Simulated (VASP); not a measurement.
# EuOs (Pm-3m) in VASP: further runs, part 2 of 2

VASP 6.6.1.

## (3) Single point, PBE, collinear spin, ferromagnetic start (20.64 Å³/atom)

This run uses another cell than the first one, of 20.64 Å³/atom.

Input file INCAR:

```
SYSTEM = EuOs
  ALGO = Normal
  EDIFF = 1E-7
  ENCUT = 520
  GGA = PE
  ISIF = 2
  ISMEAR = 0
  ISPIN = 2
  LASPH = .True.
  LCHARG = .False.
  LMAXMIX = 6
  LORBIT = 11
  LREAL = .False.
  LWAVE = .False.
  MAGMOM = 7.02 0
  NBANDS = 24
  NELM = 150
  PREC = Accurate
  SIGMA = 0.05
```

Input file KPOINTS:

```
k-points
0
Gamma
  10 10 10
  0 0 0
```

Input file POSCAR:

```
EuOs
1.0
    3.4560940622      0.0000000000      0.0000000000
    0.0000000000      3.4560940622      0.0000000000
    0.0000000000      0.0000000000      3.4560940622
Eu Os
1 1
Direct
    0.0000000000      0.0000000000      0.0000000000
    0.5000000000      0.5000000000      0.5000000000
```

Potentials or basis: VASP PAW PBE potentials, release 64 (Eu, Os).

Started as:

```
$ cat potpaw_PBE.64/Eu/POTCAR potpaw_PBE.64/Os/POTCAR > POTCAR
$ mpirun -np 1 vasp_std > vasp.out
```

OUTCAR:

```text
SYSTEM = EuOs
   EDIFF = 1E-7
   ENCUT = 520
   GGA = PE
   ISIF = 2
   ISMEAR = 0
   ISPIN = 2
   LASPH = .True.
   LORBIT = 11
   LREAL = .False.
   NELM = 150
   PREC = Accurate

 ion  position               nearest neighbor table
   1  0.000  0.000  0.000-   2 2.99   2 2.99   2 2.99   2 2.99   2 2.99   2 2.99   2 2.99   2 2.99

   2  0.500  0.500  0.500-   1 2.99   1 2.99   1 2.99   1 2.99   1 2.99   1 2.99   1 2.99   1 2.99

  LATTYP: Found a simple cubic cell.
 ALAT       =     3.4560940622

  Lattice vectors:

 A1 = (   3.4560940622,   0.0000000000,   0.0000000000)
 A2 = (   0.0000000000,   3.4560940622,   0.0000000000)
 A3 = (   0.0000000000,   0.0000000000,   3.4560940622)

Analysis of symmetry for initial positions (statically):
=====================================================================
 Subroutine PRICEL returns:
 Original cell was already a primitive cell.

 Routine SETGRP: Setting up the symmetry group for a
 simple cubic supercell.

 Subroutine GETGRP returns: Found 48 space group operations
 (whereof 48 operations were pure point group operations)
 out of a pool of 48 trial point group operations.

The static configuration has the point symmetry O_h .

Analysis of symmetry for dynamics (positions and initial velocities):
=====================================================================
 Subroutine PRICEL returns:
 Original cell was already a primitive cell.

 Routine SETGRP: Setting up the symmetry group for a
 simple cubic supercell.

 Subroutine GETGRP returns: Found 48 space group operations
 (whereof 48 operations were pure point group operations)
 out of a pool of 48 trial point group operations.

The dynamic configuration has the point symmetry O_h .

Analysis of structural, dynamic, and magnetic symmetry:
=====================================================================
 Subroutine PRICEL returns:
 Original cell was already a primitive cell.

 Routine SETGRP: Setting up the symmetry group for a
 simple cubic supercell.

 Subroutine GETGRP returns: Found 48 space group operations
 (whereof 48 operations were pure point group operations)
 out of a pool of 48 trial point group operations.

The overall configuration has the point symmetry O_h .

 Subroutine INISYM returns: Found 48 space group operations
 (whereof 48 operations are pure point group operations),
 and found     1 'primitive' translations

----------------------------------------------------------------------------------------

                                     Primitive cell

  volume of cell :      41.2816

  direct lattice vectors                    reciprocal lattice vectors
     3.456094062  0.000000000  0.000000000     0.289343977  0.000000000  0.000000000
     0.000000000  3.456094062  0.000000000     0.000000000  0.289343977  0.000000000
     0.000000000  0.000000000  3.456094062     0.000000000  0.000000000  0.289343977

  length of vectors
     3.456094062  3.456094062  3.456094062     0.289343977  0.289343977  0.289343977

  position of ions in fractional coordinates (direct lattice)
     0.000000000  0.000000000  0.000000000
     0.500000000  0.500000000  0.500000000

  ion indices of the primitive-cell ions
[... 63 lines left out ...]
   NGX,Y,Z   is equivalent  to a cutoff of  13.47, 13.47, 13.47 a.u.
   NGXF,Y,Z  is equivalent  to a cutoff of  26.94, 26.94, 26.94 a.u.
 SYSTEM =  EuOs
   PREC   = accura    normal or accurate (medium, high low for compatibility)
   ISTART =      0    job   : 0-new  1-cont  2-samecut
   ICHARG =      2    charge: 1-file 2-atom 10-const
   ISPIN  =      2    spin polarized calculation?
   LNONCOLLINEAR =      F non collinear calculations
   LSORBIT =      F    spin-orbit coupling
   LASPH  =      T    aspherical Exc in radial PAW
   ENCUT  =  520.0 eV  38.22 Ry    6.18 a.u.   6.43  6.43  6.43*2*pi/ulx,y,z
   NELM   =    150;   NELMIN=  2; NELMDL= -5     # of ELM steps
   EDIFF  = 0.1E-06   stopping-criterion for ELM
   LREAL  =      F    real-space projection
   EDIFFG = 0.1E-05   stopping-criterion for IOM
   NSW    =      0    number of steps for IOM
   IBRION =     -1    ionic relax: 0-MD 1-quasi-New 2-CG
   NFREE  =      0    steps in history (QN), initial steepest desc. (CG)
   ISIF   =      2    stress and relaxation
   ISYM   =      2    0-nonsym 1-usesym 2-fastsym
   POTIM  = 0.5000    time-step for ionic-motion
   TEBEG  =    0.0;   TEEND  =   0.0 temperature during run
   PSTRESS=    0.0 pullay stress
   NELECT =      25.0000    total number of electrons
   NUPDOWN=      -1.0000    fix difference up-down
   EMIN   =  10.00;   EMAX   =-10.00  energy-range for DOS
   EFERMI =   0.00;   METHOD = LEGACY
   ISMEAR =     0;   SIGMA  =   0.05  broadening in eV -4-tet -1-fermi 0-gaus
   EFERMI_NEDOS =   21; number of points for ismear=-14 and -15
   IALGO  =     38    algorithm
   IMIX   =      4    mixing-type and parameters
     AMIX     =   0.40;   BMIX     =  1.00
     AMIX_MAG =   1.60;   BMIX_MAG =  1.00
  volume/ion in A,a.u.               =      20.64       139.29
  Fermi-wavevector in a.u.,A,eV,Ry     =   1.385062  2.617388 26.101380  1.918397
  Thomas-Fermi vector in A             =   2.509508
   LORBIT       =     11    0 simple, 1 ext, 2 COOP (PROOUT), +10 PAW based schemes
   GGA     = PE    functional components
   LHFCALC =     F    Hartree Fock is set to
   AEXX    =    0.0000 exact exchange contribution
   IVDW    =     0    specifies the selected vdW correction
   LEPSILON=     F    determine dielectric tensor
   LRPA    =     F    only Hartree local field effects (RPA)
 spin polarized calculation
 Gauss-broadening in eV      SIGMA  =   0.05
  energy-cutoff  :      520.00
  volume of cell :       41.28
 maximum number of plane-waves:      1141
 NGX is ok and might be reduce to    28
   NGX = 13   NGY = 13   NGZ = 13

 number of electron      24.9999995 magnetization       5.7912280

 Free energy of the ion-electron system (eV)
  ---------------------------------------------------
  ext. energy  EPLUGINS =         0.00000000
  ---------------------------------------------------
  free energy    TOTEN  =       -21.62334641 eV

  energy without entropy =      -21.61649628  energy(sigma->0) =      -21.61992135

 E-fermi :   4.7048     XC(G=0): -12.0076

 val. band max:        4.7039832321   @ k =   0.4000   0.4000   0.2000
 cond. band min:       4.7050414301   @ k =   0.4000   0.4000   0.3000
 fundamental gap:      0.0010581980
 Fermi energy:         4.7047739095

 spin component 1

 k-point     1 :       0.0000    0.0000    0.0000
  band No.  band energies     occupation
      1     -36.0625      1.00000
      2     -14.3986      1.00000
      3     -14.3986      1.00000
      4     -14.3986      1.00000
      5      -1.2855      1.00000
      6       1.3877      1.00000
[... 637 lines left out ...]
     23      13.1377      0.00000
     24      17.2568      0.00000

 [... further k-points ...]

 spin component 2

 k-point     1 :       0.0000    0.0000    0.0000
  band No.  band energies     occupation
      1     -33.1901      1.00000
      2     -12.2961      1.00000
      3     -12.2961      1.00000
      4     -12.2961      1.00000
      5      -1.1014      1.00000
      6       1.2993      1.00000
[... 637 lines left out ...]
     23      14.0681      0.00000
     24      17.8474      0.00000

 [... further k-points ...]
[... 5 lines left out ...]
  --------------------------------------------------------------------------------------
  -------------------------------------------------------------------------------------
  Total        0.0516282      0.0516282      0.0516282      0.0000000      0.0000000      0.0000000
  in kB        2.0037394      2.0037394      2.0037394      0.0000000      0.0000000      0.0000000
  external PRESSURE =       2.0037394 kB  Pullay stress =       0.0000000 kB

 VOLUME and BASIS-vectors are now :
 -----------------------------------------------------------------------------
  energy-cutoff  :      520.00
  volume of cell :       41.28
      direct lattice vectors                 reciprocal lattice vectors
     3.456094062  0.000000000  0.000000000     0.289343977  0.000000000  0.000000000
     0.000000000  3.456094062  0.000000000     0.000000000  0.289343977  0.000000000
     0.000000000  0.000000000  3.456094062     0.000000000  0.000000000  0.289343977

 POSITION                                       TOTAL-FORCE (eV/Angst)
 -----------------------------------------------------------------------------------
      0.00000      0.00000      0.00000         0.000000      0.000000      0.000000
      1.72805      1.72805      1.72805         0.000000      0.000000      0.000000
 -----------------------------------------------------------------------------------
    total drift:                               -0.000000      0.000000     -0.000000

  FREE ENERGIE OF THE ION-ELECTRON SYSTEM (eV)
  ---------------------------------------------------
  free  energy   TOTEN  =       -21.6233464111 eV

  energy  without entropy=      -21.6164962808  energy(sigma->0) =      -21.61992135

 total charge

# of ion       s       p       d       f       tot
--------------------------------------------------
    1        2.084   5.716   0.672   6.350  14.821
    2        0.665   0.257   6.075   0.000   6.996
--------------------------------------------------
tot          2.749   5.973   6.746   6.350  21.818

 magnetization (x)

# of ion       s       p       d       f       tot
--------------------------------------------------
    1        0.000  -0.100   0.129   6.232   6.262
    2       -0.029   0.015  -0.721   0.000  -0.735
--------------------------------------------------
tot         -0.028  -0.085  -0.592   6.232   5.527
```

stdout:

```text
POSCAR found type information on POSCAR EuOs
 POSCAR found :  2 types and       2 ions
 scaLAPACK will be used
 LDA part: xc-table for (Slater+PW92), standard interpolation
 POSCAR, INCAR and KPOINTS ok, starting setup
 FFT: planning ... GRIDC
 FFT: planning ... GRID_SOFT
 FFT: planning ... GRID
 WAVECAR not read
 entering main loop
```

Run time: 2 min. Hardware: 1 thread of Intel Xeon Platinum 8488C (Sapphire Rapids), shared host; peak memory 0.25 GiB.

Results:

```yaml
Free_energy: -21.6233 eV
Pressure: 0.2 GPa
Net_moment: 5.79 μB per cell
Site_moments: Eu +6.26; Os -0.73 μB
Valence_electrons_inside_the_program's_atomic_spheres: Eu 14.82; Os 7.00
```

Levels at points of the mesh, in eV from the Fermi level:
Spin up:
```csv
k point,band 12,band 13,band 14,band 15,band 16,band 17,band 18,band 19
"(0.00, 0.00, 0.00)",-0.51,-0.51,-0.45,-0.28,-0.28,-0.28,3.81,3.81
"(0.50, 0.00, 0.00)",-0.42,-0.42,-0.06,0.38,0.38,0.89,1.04,1.78
"(0.50, 0.50, 0.00)",-0.52,-0.52,-0.42,-0.38,1.18,1.34,3.06,3.06
"(0.50, 0.50, 0.50)",-0.54,-0.54,-0.54,-0.45,-0.45,-0.45,1.25,1.25
```
Spin down:
```tsv
k point	band 6	band 7	band 8	band 9	band 10	band 11	band 12	band 13	band 14	band 15
(0.00, 0.00, 0.00)	-3.41	-3.41	-0.65	-0.65	-0.65	3.95	3.95	3.95	3.99	3.99
(0.50, 0.00, 0.00)	-2.47	-1.31	-0.81	-0.81	-0.40	1.08	1.88	3.77	3.77	4.14
(0.50, 0.50, 0.00)	-2.99	-1.86	-1.86	0.69	1.03	2.80	2.80	3.89	3.96	3.96
(0.50, 0.50, 0.50)	-1.15	-1.15	-0.19	-0.19	-0.19	0.76	0.76	2.02	4.05	4.05
```

Caveat: spin-orbit coupling is left out, which moves the levels of the heavy elements; semilocal functionals describe open f shells poorly, which spoils levels, moments and volumes. The state reached can hang on the start; a lower one may exist.

## (4) Single point, PBE, collinear spin, ferromagnetic start

This run uses another cell than the first one, of 20.64 Å³/atom.

Input file INCAR:

```
SYSTEM = EuOs
ALGO = Normal ; EDIFF = 1E-6
ENCUT = 520 ; GGA = PE
ISIF = 2 ; ISMEAR = 0
ISPIN = 2 ; LASPH = .True.
LCHARG = .False. ; LMAXMIX = 6
LORBIT = 11 ; LREAL = .False.
LWAVE = .False. ; MAGMOM = 7.01 0
NBANDS = 24 ; NELM = 150
PREC = Accurate ; SIGMA = 0.05
```

KPOINTS is that of step 3.

POSCAR is that of step 3.

Started as:

```
$ cat potpaw_PBE.64/Eu/POTCAR potpaw_PBE.64/Os/POTCAR > POTCAR
$ mpirun -np 1 vasp_std > vasp.out
```

Wall time 1.8 min (1 thread of Intel Xeon Platinum 8488C (Sapphire Rapids), shared host); peak memory 0.25 GiB.

Results (log left out):

```yaml
Free_energy: -21.6233 eV
Pressure: 0.2 GPa
Net_moment: 5.79 μB per cell
Site_moments: Eu +6.26; Os -0.73 μB
Valence_electrons_inside_the_program's_atomic_spheres: Eu 14.82; Os 7.00
```

Levels at points of the mesh, in eV from the Fermi level:
Spin up:
```csv
k point,band 13,band 14,band 15,band 16,band 17,band 18
"(0.00, 0.00, 0.00)",-0.51,-0.45,-0.28,-0.28,-0.28,3.81
"(0.50, 0.00, 0.00)",-0.42,-0.06,0.38,0.38,0.89,1.04
"(0.50, 0.50, 0.00)",-0.52,-0.42,-0.38,1.18,1.35,3.06
"(0.50, 0.50, 0.50)",-0.54,-0.54,-0.45,-0.45,-0.45,1.25
```
Spin down:
| k point | band 6 | band 7 | band 8 | band 9 | band 10 | band 11 | band 12 | band 13 | band 14 | band 15 |
| --- | --- | --- | --- | --- | --- | --- | --- | --- | --- | --- |
| (0.00, 0.00, 0.00) | -3.41 | -3.41 | -0.65 | -0.65 | -0.65 | 3.95 | 3.95 | 3.95 | 3.99 | 3.99 |
| (0.50, 0.00, 0.00) | -2.47 | -1.32 | -0.81 | -0.81 | -0.40 | 1.08 | 1.88 | 3.77 | 3.77 | 4.14 |
| (0.50, 0.50, 0.00) | -2.99 | -1.86 | -1.86 | 0.69 | 1.03 | 2.80 | 2.80 | 3.89 | 3.96 | 3.96 |
| (0.50, 0.50, 0.50) | -1.15 | -1.15 | -0.19 | -0.19 | -0.19 | 0.76 | 0.76 | 2.02 | 4.05 | 4.05 |

Caveat: spin-orbit coupling is left out, which moves the levels of the heavy elements; semilocal functionals describe open f shells poorly, which spoils levels, moments and volumes. The state reached can hang on the start; a lower one may exist.
